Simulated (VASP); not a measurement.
**Pb: single point with r2SCAN**

The system is Pb.

```xyz
2
Lattice="3.6540 0.0000 0.0000 -1.8270 3.1645 0.0000 0.0000 0.0000 5.4502" Properties=species:S:1:pos:R:3 pbc="T T T"
Pb    0.0000    2.1096    1.3626
Pb    1.8270    1.0548    4.0877
```

This cell differs from its parent crystal: strain +0.050 along x and y, -0.025 along z.

```yaml
Program: VASP 6.6.1
Task: single point
Functional: r2SCAN
Potentials_or_basis: VASP PAW PBE potentials, release 64 (Pb_d)
Cutoff: 520 eV
k_mesh: 18 × 18 × 10
Occupations: gaussian, width 0.15 eV
Spin: no spin polarisation
```

```yaml
Pressure: -0.4 GPa
Band_gap_on_the_k_mesh: zero (bands 14 and 15 overlap by 7.13 eV)
```

Stress tensor (GPa, compression positive):
```
-1.34  0.00  0.00
 0.00 -1.34  0.00
 0.00  0.00  1.51
```

Levels at points of the mesh, in eV from the Fermi level:
```
           k point  band 10  band 11  band 12  band 13  band 14  band 15  band 16  band 17  band 18  band 19
(0.00, 0.00, 0.00)   -17.44   -12.06    -7.65    -3.96     4.53     4.53     6.63     6.63     8.03     8.78
(0.50, 0.00, 0.00)   -17.41    -8.94    -7.55    -2.58    -0.84    -0.52     1.36     1.93     5.66     5.92
(0.00, 0.00, 0.50)   -17.51   -10.65   -10.65     1.80     1.80     5.56     5.56     5.56     5.56     9.05
(0.50, 0.00, 0.50)   -17.44    -8.01    -8.01    -3.69    -3.69     2.98     2.98     4.01     4.01     7.37
```

It took 7.4 min on 1 thread of Intel(R) Xeon(R) 6975P-C (Granite Rapids), on a shared host, peak memory 0.36 GiB.

Caveat: the cell differs from its parent crystal (strain +0.050 along x and y, -0.025 along z); the PAW data sets were made with another functional, which shifts forces and pressure a little; spin-orbit coupling is left out, which moves the levels of the heavy elements.
